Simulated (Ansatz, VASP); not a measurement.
HfO2 in VASP and in Ansatz

The input INCAR:

```
SYSTEM = HfO2
  PREC = Accurate
  ENCUT = 520
  EDIFF = 1E-6
  ISMEAR = -1
  SIGMA = 0.01
  LREAL = .FALSE.
  LASPH = .TRUE.
  NELM = 80
  ALGO = Normal
  ISIF = 2
  LWAVE = .FALSE.
  LCHARG = .FALSE.
  GGA = CA
  NBANDS = 18
```

Contents of KPOINTS:

```
Automatic mesh
0
G
  8 8 8
  0 0 0
```

POSCAR

```
HfO2
1.0
    0.0000000000      2.5575000000      2.5319250000
    2.5575000000      0.0000000000      2.5319250000
    2.5575000000      2.5575000000      0.0000000000
Hf O
1 2
Direct
    0.0000000000      0.0000000000      0.0000000000
    0.2500000000      0.2500000000      0.2500000000
    0.7500000000      0.7500000000      0.7500000000
```

Input for Ansatz:

```yaml
crystal:
  lattice:
    - [0.0, 2.5575, 2.531925]
    - [2.5575, 0.0, 2.531925]
    - [2.5575, 2.5575, 0.0]
  atoms:
    - { symbol: Hf, position: [0.0, 0.0, 0.0] }
    - { symbol: O, position: [0.25, 0.25, 0.25] }
    - { symbol: O, position: [0.75, 0.75, 0.75] }
kpoints:
  mp_grid: { grid: [8, 8, 8] }
  band_path:
    path:
      - [0.0, 0.0, 0.0]
      - [0.0, 0.5, 0.5]
      - [0.25, 0.75, 0.5]
      - [0.0, 0.5, 0.0]
      - [0.0, 0.0, 0.0]
      - [0.5, 0.5, 0.0]
      - [0.3775380063, 0.6224619937, 0.0]
      - [-0.3775380063, 0.3775380063, 0.0]
      - [0.0, 0.0, 0.0]
    npoints: 5
scf:
  occupations: { method: fermi_dirac, width: 0.01 }
hamiltonian:
  xc: lda
  pseudopotentials: { kind: all_electron, lapw: { basis_error: 0.001 } }
output:
  forces: true
  stress: true
  eigenvalues: true
```

Change from the starting cell: zz strain of -1 %.

Alike in both runs: task single point; functional LDA; k mesh 8 × 8 × 8; occupations fermi-dirac, width 0.01 eV; no spin polarisation.

|  | VASP | Ansatz |
| --- | --- | --- |
| version | VASP 6.6.1 | Ansatz 0.2.0 |
| potentials or method | VASP PAW LDA potentials, release 64 (Hf_pv, O), cutoff 520 eV | all-electron LAPW, scalar-relativistic |

VASP gave:

- gap on the k mesh at the Fermi level (eV): 3.47
- pressure (GPa): -17.2
- traceless stress, the component that is largest in VASP (GPa): 3.08

Task: What did Ansatz give for the same quantities?

Result: gap on the k mesh at the Fermi level (eV): 3.45; pressure (GPa): -14.3; traceless stress, the component that is largest in VASP (GPa): 3.03.

LDA's correlation is that of Perdew and Zunger in VASP and of Perdew and Wang (1992) in Ansatz. Ansatz ran all-electron here, and VASP with PAW potentials.

Spin-orbit coupling is off throughout.
